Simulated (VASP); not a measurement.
# GaN (P6_3mc) in VASP: notebook, part 3 of 3

VASP 6.6.1. Earlier steps stand in the parts before.

## 6. Single point, LDA

This run uses another cell than the first one, of 10.70 Å³/atom.

Input file INCAR:

```
PREC     = Accurate       # precision mode
ENCUT    = 520            # plane-wave cutoff, eV
EDIFF    = 1E-6           # SCF threshold, eV
ISMEAR   = 0              # smearing method
SIGMA    = 0.05           # smearing width, eV
LREAL    = F              # projectors in reciprocal space
LASPH    = T              # aspherical terms in the spheres
NELM     = 80             # most SCF steps
ALGO     = Normal         # electronic algorithm
ISIF     = 2              # what is computed and relaxed
LWAVE    = F              # write WAVECAR
LCHARG   = F              # write CHGCAR
NBANDS   = 26             # bands
```

Input file KPOINTS:

```
regular mesh
0
Gamma
  12 12 6
```

Input file POSCAR:

```
GaN
1.0
    2.9311000000      0.0000000000      0.0000000000
   -1.4655500000      2.5384070610      0.0000000000
    0.0000000000      0.0000000000      5.7549000000
Ga N
2 2
Direct
    0.3333333333      0.6666666667      0.9992962937
    0.6666666667      0.3333333333      0.4992962937
    0.3333333333      0.6666666667      0.3757037063
    0.6666666667      0.3333333333      0.8757037063
```

Potentials or basis: VASP PAW LDA potentials, release 64 (Ga_d, N).

Launch:

```sh
$ cat potpaw_LDA.64/Ga_d/POTCAR potpaw_LDA.64/N/POTCAR > POTCAR
$ mpirun -np 1 vasp_std > vasp.out
```

OUTCAR:

```text
PREC = Accurate
   ENCUT = 520
   EDIFF = 1E-6
   ISMEAR = 0
   LREAL = F
   LASPH = T
   NELM = 80
   ISIF = 2

 ion  position               nearest neighbor table
   1  0.333  0.667  0.999-   4 1.84   4 1.84   4 1.84   3 2.17
   2  0.667  0.333  0.499-   3 1.84   3 1.84   3 1.84   4 2.17
   3  0.333  0.667  0.376-   2 1.84   2 1.84   2 1.84   1 2.17
   4  0.667  0.333  0.876-   1 1.84   1 1.84   1 1.84   2 2.17

  LATTYP: Found a hexagonal cell.
 ALAT       =     2.9311000000
 C/A-ratio  =     1.9633925830

  Lattice vectors:

 A1 = (   2.9311000000,   0.0000000000,   0.0000000000)
 A2 = (  -1.4655500000,   2.5384070610,   0.0000000000)
 A3 = (   0.0000000000,   0.0000000000,   5.7549000000)

Analysis of symmetry for initial positions (statically):
=====================================================================
 Subroutine PRICEL returns:
 Original cell was already a primitive cell.

 Routine SETGRP: Setting up the symmetry group for a
 hexagonal supercell.

 Subroutine GETGRP returns: Found 12 space group operations
 (whereof  6 operations were pure point group operations)
 out of a pool of 24 trial point group operations.

The static configuration has the point symmetry C_3v.
 The point group associated with its full space group is C_6v.

Analysis of symmetry for dynamics (positions and initial velocities):
=====================================================================
 Subroutine PRICEL returns:
 Original cell was already a primitive cell.

 Routine SETGRP: Setting up the symmetry group for a
 hexagonal supercell.

 Subroutine GETGRP returns: Found 12 space group operations
 (whereof  6 operations were pure point group operations)
 out of a pool of 24 trial point group operations.
[... 114 lines left out ...]
   POTIM  = 0.5000    time-step for ionic-motion
   TEBEG  =    0.0;   TEEND  =   0.0 temperature during run
   PSTRESS=    0.0 pullay stress
   NELECT =      36.0000    total number of electrons
   NUPDOWN=      -1.0000    fix difference up-down
   EMIN   =  10.00;   EMAX   =-10.00  energy-range for DOS
   EFERMI =   0.00;   METHOD = LEGACY
   ISMEAR =     0;   SIGMA  =   0.05  broadening in eV -4-tet -1-fermi 0-gaus
   EFERMI_NEDOS =   21; number of points for ismear=-14 and -15
   IALGO  =     38    algorithm
   IMIX   =      4    mixing-type and parameters
     AMIX     =   0.40;   BMIX     =  1.00
     AMIX_MAG =   1.60;   BMIX_MAG =  1.00
  volume/ion in A,a.u.               =      10.70        72.24
  Fermi-wavevector in a.u.,A,eV,Ry     =   1.545133  2.919877 32.483024  2.387435
  Thomas-Fermi vector in A             =   2.650555
   LORBIT       =      0    0 simple, 1 ext, 2 COOP (PROOUT), +10 PAW based schemes
   GGA     = CA    functional components
   LHFCALC =     F    Hartree Fock is set to
   AEXX    =    0.0000 exact exchange contribution
   IVDW    =     0    specifies the selected vdW correction
   LEPSILON=     F    determine dielectric tensor
   LRPA    =     F    only Hartree local field effects (RPA)
 non-spin polarized calculation
 Gauss-broadening in eV      SIGMA  =   0.05
  energy-cutoff  :      520.00
  volume of cell :       42.82
 maximum number of plane-waves:      1186
 NGX is ok and might be reduce to    24
   NGX = 11   NGY = 11   NGZ = 21

 number of electron      36.0000009 magnetization

 Free energy of the ion-electron system (eV)
  ---------------------------------------------------
  ext. energy  EPLUGINS =         0.00000000
  ---------------------------------------------------
  free energy    TOTEN  =       -26.59359659 eV

  energy without entropy =      -26.59359659  energy(sigma->0) =      -26.59359659

 E-fermi :   6.3988     XC(G=0): -12.4607

 val. band max:        6.1847685280   @ k =   0.0000   0.0000   0.0000
 cond. band min:       6.9249989806   @ k =   0.0000   0.0000   0.0000
 fundamental gap:      0.7402304526
 Fermi energy:         6.3987923629

 k-point     1 :       0.0000    0.0000    0.0000
  band No.  band energies     occupation
      1     -10.8204      2.00000
      2     -10.0090      2.00000
      3      -7.9477      2.00000
      4      -7.9477      2.00000
      5      -7.9128      2.00000
      6      -7.9128      2.00000
[... 685 lines left out ...]
     25      17.8160      0.00000
     26      19.4918      0.00000

 [... further k-points ...]
[... 5 lines left out ...]
  --------------------------------------------------------------------------------------
  -------------------------------------------------------------------------------------
  Total       11.4040792     11.4040792     -8.0724310      0.0000000      0.0000000      0.0000000
  in kB      426.7181592    426.7181592   -302.0544507      0.0000000      0.0000000      0.0000000
  external PRESSURE =     183.7939559 kB  Pullay stress =       0.0000000 kB

 VOLUME and BASIS-vectors are now :
 -----------------------------------------------------------------------------
  energy-cutoff  :      520.00
  volume of cell :       42.82
      direct lattice vectors                 reciprocal lattice vectors
     2.931100000  0.000000000  0.000000000     0.341168844  0.196973924  0.000000000
    -1.465550000  2.538407061  0.000000000     0.000000000  0.393947848  0.000000000
     0.000000000  0.000000000  5.754900000     0.000000000  0.000000000  0.173764966

 POSITION                                       TOTAL-FORCE (eV/Angst)
 -----------------------------------------------------------------------------------
     -0.00000      1.69227      5.75085         0.000000      0.000000      1.191284
      1.46555      0.84614      2.87340        -0.000000     -0.000000      1.191284
     -0.00000      1.69227      2.16214        -0.000000     -0.000000     -1.191284
      1.46555      0.84614      5.03959         0.000000     -0.000000     -1.191284
 -----------------------------------------------------------------------------------
    total drift:                               -0.000001     -0.000001      0.000522

  FREE ENERGIE OF THE ION-ELECTRON SYSTEM (eV)
  ---------------------------------------------------
  free  energy   TOTEN  =       -26.5935965938 eV

  energy  without entropy=      -26.5935965938  energy(sigma->0) =      -26.59359659
```

Wall time 41 s (1 thread of Intel Xeon 6975P-C (Granite Rapids), shared host); peak memory 0.19 GiB.

Results:

| Item | Value |
| --- | --- |
| Free energy | -26.5936 eV |
| Pressure | 18.4 GPa |
| Largest force | 1.191 eV/Å |
| Band gap on the k mesh | 0.74 eV |

Forces on the atoms (eV/Å):
```
Ga   0.000  0.000  1.191
Ga   0.000  0.000  1.191
N    0.000  0.000 -1.191
N    0.000  0.000 -1.191
```

Caveat: the stress differs along the axes, from -30 to 43 GPa; semilocal functionals underestimate gaps, and a narrow one can read as zero; forces of over 1 eV/Å act on the atoms, so gaps and moduli don't describe the material at rest. Expect the measured gap to be larger: semilocal functionals such as LDA lack the derivative discontinuity.

## 7. The runs side by side

```tsv
cell	gap on the mesh (eV)	pressure (GPa)	largest force (eV/Å)
a = 2.931, b = 2.931, c = 5.447 Å, angles 90.0, 90.0, 120.0°, 4 atoms	1.71	28.7	1.56
a = 3.041, b = 3.041, c = 5.138 Å, angles 90.0, 90.0, 120.0°, 4 atoms	2.48	18.8	0.54
a = 3.152, b = 3.152, c = 4.830 Å, angles 90.0, 90.0, 120.0°, 4 atoms	2.54	17.2	1.19
a = 3.262, b = 3.262, c = 4.522 Å, angles 90.0, 90.0, 120.0°, 4 atoms	2.40	25.0	4.31
a = 2.931, b = 2.931, c = 5.755 Å, angles 90.0, 90.0, 120.0°, 4 atoms	0.74	18.4	1.19
```

Alike in all rows: task single point; level LDA; potentials or basis VASP PAW LDA potentials, release 64 (Ga_d, N); no spin polarisation; k mesh 12 × 12 × 6; cutoff (eV) 520; smearing gaussian 0.05 eV.

Caveats: forces of over 1 eV/Å act on the atoms, so gaps and moduli don't describe the material at rest (at least some runs); the stress differs along the axes, from -14 to 50 GPa (at least some runs); the stress differs along the axes, from 7 to 25 GPa (at least some runs); the stress differs along the axes, from 6 to 39 GPa (at least some runs); the stress differs along the axes, from -6 to 87 GPa (at least some runs); the stress differs along the axes, from -30 to 43 GPa (at least some runs); semilocal functionals underestimate gaps, and a narrow one can read as zero (at least some runs).

Total energies depend on the potentials used, so only differences within one code and one set of settings carry meaning.
